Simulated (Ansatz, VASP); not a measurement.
## PbO2 in VASP and in Ansatz

INCAR

```
  PREC = Accurate
  ENCUT = 520
  EDIFF = 1E-7
  ISMEAR = -1
  SIGMA = 0.05
  LREAL = False
  LASPH = True
  NELM = 60
  ALGO = Normal
  ISIF = 2
  LWAVE = False
  LCHARG = False
  GGA = B5
  ALDAX = 1.0
  AGGAX = 1.0
  AGGAC = 1.0
  ALDAC = 0.0
  NBANDS = 20
```

The input KPOINTS:

```
regular mesh
0
Gamma
  9 9 9
```

File POSCAR:

```
PbO2
1.0
    0.0000000000      2.7019920000      2.7019920000
    2.7019920000      0.0000000000      2.7019920000
    2.7019920000      2.7019920000      0.0000000000
Pb O
1 2
Direct
    0.0000000000      0.0000000000      0.0000000000
    0.7500000000      0.7500000000      0.7500000000
    0.2500000000      0.2500000000      0.2500000000
```

Contents of input.yaml:

```yaml
crystal:
  lattice:
    - [0.0, 2.701992, 2.701992]
    - [2.701992, 0.0, 2.701992]
    - [2.701992, 2.701992, 0.0]
  atoms:
    - { symbol: Pb, position: [0.0, 0.0, 0.0] }
    - { symbol: O, position: [0.75, 0.75, 0.75] }
    - { symbol: O, position: [0.25, 0.25, 0.25] }
hamiltonian:
  xc: blyp
  pseudopotentials: { kind: paw }
kpoints:
  mp_grid: { grid: [9, 9, 9] }
  band_path:
    path:
      - [[0.0, 0.0, 0.0], [0.5, 0.0, 0.5], [0.5, 0.25, 0.75], [0.375, 0.375, 0.75], [0.0, 0.0, 0.0], [0.5, 0.5, 0.5], [0.625, 0.25, 0.625], [0.5, 0.25, 0.75], [0.5, 0.5, 0.5], [0.375, 0.375, 0.75]]
      - [[0.625, 0.25, 0.625], [0.5, 0.0, 0.5]]
    npoints: 14
scf:
  occupations: { method: fermi_dirac, width: 0.05 }
  n_extra_bands: 7
output:
  forces: true
  stress: true
  eigenvalues: true
  fatbands: false
```

Alike in both runs: functional BLYP; k mesh 9 × 9 × 9; occupations fermi-dirac, width 0.05 eV; no spin polarisation.

```csv
,VASP,Ansatz
version,VASP 6.6.1,Ansatz 0.2.0
potentials or method,"VASP PAW PBE potentials, release 64 (Pb_d, O)",Ansatz PAW
plane-wave cutoff (eV),520,420
valence electrons in the cell,26,26
task,single point,band structure
```

```csv
,VASP,Ansatz,Ansatz less VASP
gap on the k mesh at the Fermi level (eV),none,none,-
pressure (GPa),6.8,6.5,-0.33
```

VASP's potentials were made for PBE, not for BLYP. A gap of «none» marks a metal or a gap that the smearing closes.

Spin-orbit coupling is off throughout.
